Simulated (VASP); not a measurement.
# SrMg (Pm-3m) in VASP: notebook, part 2 of 2

VASP 6.6.1.

### Step 3. Relaxation of cell and atoms, LDA

This run uses another cell than the first one, of 36.79 Å³/atom, 1.105 times its volume.

INCAR reads:

```
SYSTEM = SrMg
PREC = Accurate
ENCUT = 600
EDIFF = 1E-7
ISMEAR = 0
SIGMA = 0.1
LREAL = .FALSE.
LASPH = .TRUE.
NELM = 60
ALGO = Normal
ISIF = 3
LWAVE = .FALSE.
LCHARG = .FALSE.
IBRION = 2
NSW = 80
EDIFFG = -0.03
```

KPOINTS reads:

```
Automatic mesh
0
G
  5 5 5
  0 0 0
```

POSCAR reads:

```
SrMg
1.0
    4.1903181100      0.0000000000      0.0000000000
    0.0000000000      4.1903181100      0.0000000000
    0.0000000000      0.0000000000      4.1903181100
Sr Mg
1 1
Direct
    0.5000000000      0.5000000000      0.5000000000
    0.0000000000      0.0000000000      0.0000000000
```

Potentials or basis: VASP PAW LDA potentials, release 64 (Sr_sv, Mg).

Launch:

```sh
$ cat potpaw_LDA.64/Sr_sv/POTCAR potpaw_LDA.64/Mg/POTCAR > POTCAR
$ mpirun -np 1 vasp_std > vasp.out
```

OUTCAR:

```text
SYSTEM = SrMg
   PREC = Accurate
   ENCUT = 600
   EDIFF = 1E-7
   ISMEAR = 0
   LREAL = .FALSE.
   LASPH = .TRUE.
   NELM = 60
   ISIF = 3
   IBRION = 2
   NSW = 80
   EDIFFG = -0.03

 ion  position               nearest neighbor table
   1  0.500  0.500  0.500-   2 3.63   2 3.63   2 3.63   2 3.63   2 3.63   2 3.63   2 3.63   2 3.63

   2  0.000  0.000  0.000-   1 3.63   1 3.63   1 3.63   1 3.63   1 3.63   1 3.63   1 3.63   1 3.63

  LATTYP: Found a simple cubic cell.
 ALAT       =     4.1903181100

  Lattice vectors:

 A1 = (   4.1903181100,   0.0000000000,   0.0000000000)
 A2 = (   0.0000000000,   4.1903181100,   0.0000000000)
 A3 = (   0.0000000000,   0.0000000000,   4.1903181100)

Analysis of symmetry for initial positions (statically):
=====================================================================
 Subroutine PRICEL returns:
 Original cell was already a primitive cell.

 Routine SETGRP: Setting up the symmetry group for a
 simple cubic supercell.

 Subroutine GETGRP returns: Found 48 space group operations
 (whereof 48 operations were pure point group operations)
 out of a pool of 48 trial point group operations.

The static configuration has the point symmetry O_h .

Analysis of symmetry for dynamics (positions and initial velocities):
=====================================================================
 Subroutine PRICEL returns:
 Original cell was already a primitive cell.

 Routine SETGRP: Setting up the symmetry group for a
 simple cubic supercell.

 Subroutine GETGRP returns: Found 48 space group operations
 (whereof 48 operations were pure point group operations)
 out of a pool of 48 trial point group operations.

The dynamic configuration has the point symmetry O_h .

 Subroutine INISYM returns: Found 48 space group operations
 (whereof 48 operations are pure point group operations),
 and found     1 'primitive' translations

----------------------------------------------------------------------------------------

                                     Primitive cell

  volume of cell :      73.5768

  direct lattice vectors                    reciprocal lattice vectors
     4.190318110  0.000000000  0.000000000     0.238645366  0.000000000  0.000000000
     0.000000000  4.190318110  0.000000000     0.000000000  0.238645366  0.000000000
     0.000000000  0.000000000  4.190318110     0.000000000  0.000000000  0.238645366

  length of vectors
     4.190318110  4.190318110  4.190318110     0.238645366  0.238645366  0.238645366

  position of ions in fractional coordinates (direct lattice)
     0.500000000  0.500000000  0.500000000
     0.000000000  0.000000000  0.000000000

  ion indices of the primitive-cell ions
   primitive index   ion index
                 1           1
                 2           2

----------------------------------------------------------------------------------------

 KPOINTS: Automatic mesh

Automatic generation of k-mesh.
 Grid dimensions read from file:
 generate k-points for:    5    5    5

 Generating k-lattice:

  Cartesian coordinates                     Fractional coordinates (reciprocal lattice)
     0.047729073  0.000000000  0.000000000     0.200000000  0.000000000  0.000000000
     0.000000000  0.047729073  0.000000000     0.000000000  0.200000000  0.000000000
     0.000000000  0.000000000  0.047729073     0.000000000  0.000000000  0.200000000

  Length of vectors
     0.047729073  0.047729073  0.047729073

  Shift w.r.t. Gamma in fractional coordinates (k-lattice)
     0.000000000  0.000000000  0.000000000

 Subroutine IBZKPT returns following result:
 ===========================================

 Found     10 irreducible k-points:

 Following reciprocal coordinates:
            Coordinates               Weight
  0.000000  0.000000  0.000000      1.000000
  0.200000  0.000000  0.000000      6.000000
  0.400000  0.000000  0.000000      6.000000
  0.200000  0.200000  0.000000     12.000000
  0.400000  0.200000  0.000000     24.000000
  0.400000  0.400000  0.000000     12.000000
  0.200000  0.200000  0.200000      8.000000
  0.400000  0.200000  0.200000     24.000000
  0.400000  0.400000  0.200000     24.000000
  0.400000  0.400000  0.400000      8.000000
   k-points           NKPTS =     10   k-points in BZ     NKDIM =     10   number of bands    NBANDS=     10
   number of dos      NEDOS =    301   number of ions     NIONS =      2
   total plane-waves  NPLWV =  46656
   dimension x,y,z NGX =    36 NGY =   36 NGZ =   36
   dimension x,y,z NGXF=    72 NGYF=   72 NGZF=   72
   ions per type =               1   1
   NGX,Y,Z   is equivalent  to a cutoff of  14.28, 14.28, 14.28 a.u.
   NGXF,Y,Z  is equivalent  to a cutoff of  28.57, 28.57, 28.57 a.u.
 SYSTEM =  SrMg
   PREC   = accura    normal or accurate (medium, high low for compatibility)
   ISTART =      0    job   : 0-new  1-cont  2-samecut
   ICHARG =      2    charge: 1-file 2-atom 10-const
   ISPIN  =      1    spin polarized calculation?
   LNONCOLLINEAR =      F non collinear calculations
   LSORBIT =      F    spin-orbit coupling
   LASPH  =      T    aspherical Exc in radial PAW
   ENCUT  =  600.0 eV  44.10 Ry    6.64 a.u.   8.37  8.37  8.37*2*pi/ulx,y,z
   NELM   =     60;   NELMIN=  2; NELMDL= -5     # of ELM steps
   EDIFF  = 0.1E-06   stopping-criterion for ELM
   LREAL  =      F    real-space projection
   EDIFFG = -.3E-01   stopping-criterion for IOM
   NSW    =     80    number of steps for IOM
   IBRION =      2    ionic relax: 0-MD 1-quasi-New 2-CG
   NFREE  =      1    steps in history (QN), initial steepest desc. (CG)
   ISIF   =      3    stress and relaxation
   ISYM   =      2    0-nonsym 1-usesym 2-fastsym
   POTIM  = 0.5000    time-step for ionic-motion
   TEBEG  =    0.0;   TEEND  =   0.0 temperature during run
   PSTRESS=    0.0 pullay stress
   NELECT =      12.0000    total number of electrons
   NUPDOWN=      -1.0000    fix difference up-down
   EMIN   =  10.00;   EMAX   =-10.00  energy-range for DOS
   EFERMI =   0.00;   METHOD = LEGACY
   ISMEAR =     0;   SIGMA  =   0.10  broadening in eV -4-tet -1-fermi 0-gaus
   EFERMI_NEDOS =   21; number of points for ismear=-14 and -15
   IALGO  =     38    algorithm
   IMIX   =      4    mixing-type and parameters
     AMIX     =   0.40;   BMIX     =  1.00
     AMIX_MAG =   1.60;   BMIX_MAG =  1.00
  volume/ion in A,a.u.               =      36.79       248.26
  Fermi-wavevector in a.u.,A,eV,Ry     =   0.894448  1.690261 10.885158  0.800037
  Thomas-Fermi vector in A             =   2.016654
   LORBIT       =      0    0 simple, 1 ext, 2 COOP (PROOUT), +10 PAW based schemes
   GGA     = CA    functional components
   LHFCALC =     F    Hartree Fock is set to
   AEXX    =    0.0000 exact exchange contribution
   IVDW    =     0    specifies the selected vdW correction
   LEPSILON=     F    determine dielectric tensor
   LRPA    =     F    only Hartree local field effects (RPA)
 conjugate gradient relaxation of ions
 non-spin polarized calculation
 Gauss-broadening in eV      SIGMA  =   0.10
  energy-cutoff  :      600.00
  volume of cell :       73.58
 maximum number of plane-waves:      2517
 NGX is ok and might be reduce to    36
   NGX = 17   NGY = 17   NGZ = 17

--------------------------------------- Ionic step        1  -------------------------------------------

 number of electron      12.0000000 magnetization

 Free energy of the ion-electron system (eV)
  ---------------------------------------------------
  ext. energy  EPLUGINS =         0.00000000
  ---------------------------------------------------
  free energy    TOTEN  =        -3.89109400 eV

  energy without entropy =       -3.88028905  energy(sigma->0) =       -3.88569152

------------------------ aborting loop because EDIFF is reached ----------------------------------------

  FORCE on cell =-STRESS in cart. coord.  units (eV):
  Direction    XX          YY          ZZ          XY          YZ          ZX
  --------------------------------------------------------------------------------------
  -------------------------------------------------------------------------------------
  Total       -0.9938335     -0.9938335     -0.9938335     -0.0000000      0.0000000     -0.0000000
  in kB      -21.6412936    -21.6412936    -21.6412936     -0.0000000      0.0000000     -0.0000000
  external PRESSURE =     -21.6412936 kB  Pullay stress =       0.0000000 kB
[... 57 lines left out ...]
  energy  without entropy=       -3.9315745091  energy(sigma->0) =       -3.93591105

--------------------------------------- Ionic step        3  -------------------------------------------

 number of electron      12.0000000 magnetization

 Free energy of the ion-electron system (eV)
  ---------------------------------------------------
  ext. energy  EPLUGINS =         0.00000000
  ---------------------------------------------------
  free energy    TOTEN  =        -3.94609530 eV

  energy without entropy =       -3.93792187  energy(sigma->0) =       -3.94200859

 E-fermi :   2.0799     XC(G=0):  -8.4716

 val. band max:        2.0234274367   @ k =   0.4000   0.4000   0.2000
 cond. band min:       2.2525815560   @ k =   0.4000   0.4000   0.0000
 fundamental gap:      0.2291541192
 Fermi energy:         2.0799000522

 k-point     1 :       0.0000    0.0000    0.0000
  band No.  band energies     occupation
      1     -33.5163      2.00000
      2     -15.5706      2.00000
      3     -15.5706      2.00000
      4     -15.5706      2.00000
      5      -2.8901      2.00000
      6       2.8467      0.00000
      7       2.8467      0.00000
      8       6.1298      0.00000
      9       6.1298      0.00000
     10       6.1298      0.00000
[... 144 lines left out ...]
  FREE ENERGIE OF THE ION-ELECTRON SYSTEM (eV)
  ---------------------------------------------------
  free  energy   TOTEN  =        -3.9460952971 eV

  energy  without entropy=       -3.9379218737  energy(sigma->0) =       -3.94200859

 reached required accuracy - stopping structural energy minimisation
```

OSZICAR:

```text
N       E                     dE             d eps       ncg     rms          rms(c)
DAV:   1     0.532095781886E+02    0.53210E+02   -0.58105E+03   200   0.107E+03
DAV:   2    -0.102297726623E+00   -0.53312E+02   -0.52461E+02   218   0.193E+02
DAV:   3    -0.382853727147E+01   -0.37262E+01   -0.36781E+01   352   0.452E+01
[... 27 lines left out ...]
DAV:   6    -0.394610681932E+01   -0.53257E-04   -0.10387E-04   294   0.765E-02    0.333E-02
DAV:   7    -0.394609482644E+01    0.11993E-04   -0.16814E-05   322   0.356E-02    0.613E-03
DAV:   8    -0.394609515743E+01   -0.33099E-06   -0.47866E-07   260   0.540E-03    0.364E-03
DAV:   9    -0.394609529332E+01   -0.13589E-06   -0.10035E-07   132   0.311E-03    0.421E-04
DAV:  10    -0.394609529713E+01   -0.38132E-08   -0.32151E-08   106   0.126E-03
   3 F= -.39460953E+01 E0= -.39420086E+01  d E =-.550013E-01
```

Run time: 10 s. Hardware: 1 thread of Intel Xeon 6975P-C (Granite Rapids), shared host; peak memory 0.18 GiB.

What came out:

```yaml
Free_energy: -3.9461 eV
Relaxed_volume: 33.14 Å³/atom
Relaxed_cell: a = 4.047 Å, b = 4.047 Å, c = 4.047 Å, α = 90.00°, β = 90.00°, γ = 90.00°
Space_group_after_relaxing_to_0.05_Å: Pm-3m (No. 221)
Energy_gained_by_relaxing: 27.5 meV/atom
Ionic_steps: 3
Pressure_after_relaxing: -0.1 GPa
Band_gap_on_the_k_mesh: zero (band 6 reaches 2.85 eV, above the bottom of band 7 at 1.67 eV)
```

The path:
```tsv
step	energy change (eV)	largest force (eV/Å)	pressure (GPa)	volume (Å³)
1	0.0000	0.0000	-2.16	73.58
2	-0.0492	0.0000	-0.80	68.41
3	-0.0550	0.0000	-0.06	66.28
```

Final structure:
```
Sr Mg
1.0
     4.04688    0.00000    0.00000
     0.00000    4.04688    0.00000
     0.00000    0.00000    4.04688
Sr Mg
1 1
Direct
  0.50000 0.50000 0.50000
  0.00000 0.00000 0.00000
```
